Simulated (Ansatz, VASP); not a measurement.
Two plane-wave programs on Si6SnO16

```
CELL_PARAMETERS angstrom
-4.17900 -4.17900 0.00000
4.17900 -4.17900 0.00000
0.00000 0.00000 5.32980
ATOMIC_POSITIONS crystal
Si 0.50000 0.50000 0.00461
Si 0.00000 0.50000 0.25000
Si 0.50000 0.50000 0.49539
Si 0.00000 0.50000 0.75000
Si 0.00000 0.00000 0.00416
Si 0.00000 0.00000 0.49584
O 0.19325 0.50000 0.99970
O 0.00000 0.20244 0.25000
O 0.80675 0.50000 0.99970
O 0.00000 0.79756 0.25000
O 0.19325 0.50000 0.50030
O 0.00000 0.19644 0.75000
O 0.80675 0.50000 0.50030
O 0.00000 0.80356 0.75000
O 0.71906 0.00000 0.02963
O 0.50000 0.68658 0.25000
O 0.28094 0.00000 0.02963
O 0.50000 0.31342 0.25000
O 0.71906 0.00000 0.47037
O 0.50000 0.67726 0.75000
O 0.28094 0.00000 0.47037
O 0.50000 0.32274 0.75000
Sn 0.50000 0.00000 0.75000
```

Alike in both runs: functional PBE; k mesh 2 × 2 × 2; occupations gaussian, width 0.05 eV; no spin polarisation.

Ansatz relaxed the structure, and its values are those at the end. VASP's run is a single point on that final structure, the one shown.

```csv
,VASP,Ansatz
version,VASP 6.6.1,Ansatz 0.2.0
potentials or method,"VASP PAW PBE potentials, release 64 (Si, O, Sn_d), cutoff 520 eV","scalar-relativistic, plane waves, PAW"
valence electrons in the cell,134,134
```

```tsv
	VASP	Ansatz	Ansatz less VASP
rms of the force components (eV/Å)	0.017	0.006	-0.0117
```

With one functional, cell and mesh, what is left measures potentials, basis and numerics.

The k mesh is coarse, so the values compare programs but aren't converged.
